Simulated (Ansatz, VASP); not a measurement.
Hf3H4C2: VASP beside Ansatz

File INCAR:

```
SYSTEM = Hf3H4C2
PREC = Accurate
ENCUT = 600
EDIFF = 1E-6
ISMEAR = 0
SIGMA = 0.01
LREAL = .False.
LASPH = .True.
NELM = 60
ALGO = Normal
ISIF = 3
LWAVE = .False.
LCHARG = .False.
GGA = PE
IBRION = 2
NSW = 100
EDIFFG = -0.01
```

File KPOINTS:

```
regular mesh
0
Gamma
  6 6 12
  0 0 0
```

Contents of POSCAR:

```
Hf3H4C2
1.0
    5.8102432002      0.0000000000      0.0000000000
   -2.9051216001      5.0318182135      0.0000000000
    0.0000000000      0.0000000000      3.2077388807
Hf H C
3 4 2
Direct
    0.9880895114      0.6256365022      0.5000000000
    0.3743634978      0.3624530093      0.5000000000
    0.6375469907      0.0119104886      0.5000000000
    0.7907609190      0.9655550734      0.0000000000
    0.0344449266      0.8252058456      0.0000000000
    0.1747941544      0.2092390810      0.0000000000
    0.3333333333      0.6666666667      0.0000000000
    0.0000000000      0.0000000000      0.5000000000
    0.6666666667      0.3333333333      0.0000000000
```

Input for Ansatz:

```yaml
crystal:
  lattice:
    - [5.8102432002, 0.0, 0.0]
    - [-2.9051216001, 5.0318182135, 0.0]
    - [0.0, 0.0, 3.2077388807]
  atoms:
    - { symbol: Hf, position: [0.9880895114, 0.6256365022, 0.5] }
    - { symbol: Hf, position: [0.3743634978, 0.3624530093, 0.5] }
    - { symbol: Hf, position: [0.6375469907, 0.0119104886, 0.5] }
    - { symbol: H, position: [0.790760919, 0.9655550734, 0.0] }
    - { symbol: H, position: [0.0344449266, 0.8252058456, 0.0] }
    - { symbol: H, position: [0.1747941544, 0.209239081, 0.0] }
    - { symbol: H, position: [0.3333333333, 0.6666666667, 0.0] }
    - { symbol: C, position: [0.0, 0.0, 0.5] }
    - { symbol: C, position: [0.6666666667, 0.3333333333, 0.0] }
basis:
  ecutwfc: 420
kpoints:
  mp_grid: { grid: [6, 6, 12] }
hamiltonian:
  xc: pbe
scf:
  occupations: { method: gaussian, width: 0.01 }
output:
  forces: true
  stress: true
  eigenvalues: true
  write_density: true
  write_potential: true
  elf: true
  volumetric_format: npy
relax:
  adjacent_minimum: "off"
  f_tol: 0.01
  max_steps: 80
  cell: { stress_tol: 0.05 }
```

Change from the starting cell: species swapped into the Tm3In4Co2 type (P-6, No. 174).

Alike in both runs: task relaxation of cell and atoms; functional PBE; k mesh 6 × 6 × 12; occupations gaussian, width 0.01 eV; no spin polarisation.

|  | VASP | Ansatz |
| --- | --- | --- |
| version | VASP 6.6.1 | Ansatz 0.2.0 |
| potentials or method | VASP PAW PBE potentials, release 64 (Hf_pv, H, C), cutoff 600 eV | scalar-relativistic, plane waves, PAW |
| valence electrons in the cell | 42 | 90 |

Ansatz gave:

- gap on the k mesh at the Fermi level, each at its own relaxed structure (eV): none
- relaxed volume (Å³/atom): 10.42
- relaxed length of the cell vector where the two differ most in proportion (Å): 3.209

Which values does VASP return?

gap on the k mesh at the Fermi level, each at its own relaxed structure (eV): none; relaxed volume (Å³/atom): 10.39; relaxed length of the cell vector where the two differ most in proportion (Å): 3.205.

A gap of «none» marks a metal or a gap that the smearing closes. VASP's potentials hold 42 valence electrons a cell and Ansatz's 90, so a difference there can come from the potentials and not from the codes.

Neither program's run includes spin-orbit coupling.
